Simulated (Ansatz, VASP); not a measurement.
# Si in VASP and in Ansatz

The input INCAR:

```
SYSTEM = Si
ALGO     = Normal         ! electronic algorithm
EDIFF    = 1E-6           ! SCF threshold, eV
ENCUT    = 500            ! plane-wave cutoff, eV
GGA_COMPAT= .FALSE.      
ISIF     = 2              ! what is computed and relaxed
ISMEAR   = 0              ! smearing method
LASPH    = .TRUE.         ! aspherical terms in the spheres
LCHARG   = .TRUE.         ! write CHGCAR
LELF     = .TRUE.         ! ELF
LREAL    = .FALSE.        ! projectors in reciprocal space
LVHAR    = .TRUE.       
LWAVE    = .FALSE.        ! write WAVECAR
NBANDS   = 11             ! bands
NELM     = 120            ! most SCF steps
PREC     = Accurate       ! precision mode
SIGMA    = 0.1            ! smearing width, eV
```

File KPOINTS:

```
k-points
0
G
  6 6 6
  0 0 0
```

Contents of POSCAR:

```
Si
1.0
    0.0000000000      2.7218511900      2.7218511900
    2.7218511900      0.0000000000      2.7218511900
    2.7218511900      2.7218511900      0.0000000000
Si
2
Direct
    0.7500000000      0.7500000000      0.7500000000
    0.5000000000      0.5000000000      0.5000000000
```

Input for Ansatz:

```yaml
crystal:
  lattice:
    - [0.0, 2.72185119, 2.72185119]
    - [2.72185119, 0.0, 2.72185119]
    - [2.72185119, 2.72185119, 0.0]
  atoms:
    - { symbol: Si, position: [0.75, 0.75, 0.75] }
    - { symbol: Si, position: [0.5, 0.5, 0.5] }
basis:
  ecutwfc: 420
kpoints:
  mp_grid: { grid: [6, 6, 6] }
hamiltonian:
  xc: lda
scf:
  occupations: { method: gaussian, width: 0.1 }
output:
  forces: true
  stress: true
  eigenvalues: true
```

Alike in both runs: task single point; functional LDA; k mesh 6 × 6 × 6; occupations gaussian, width 0.1 eV; no spin polarisation.

```csv
,VASP,Ansatz
version,VASP 6.6.1,Ansatz 0.2.0
potentials or method,"VASP PAW LDA potentials, release 64 (Si), cutoff 500 eV","scalar-relativistic, plane waves, PAW"
valence electrons in the cell,8,8
```

```tsv
	VASP	Ansatz	Ansatz less VASP
gap on the k mesh at the Fermi level (eV)	0.61	0.61	+0.002
least direct gap on the mesh (eV)	2.52	2.52	+0.002
pressure (GPa)	-2.0	-2.1	-0.04
```

LDA's correlation is that of Perdew and Zunger in VASP and of Perdew and Wang (1992) in Ansatz.
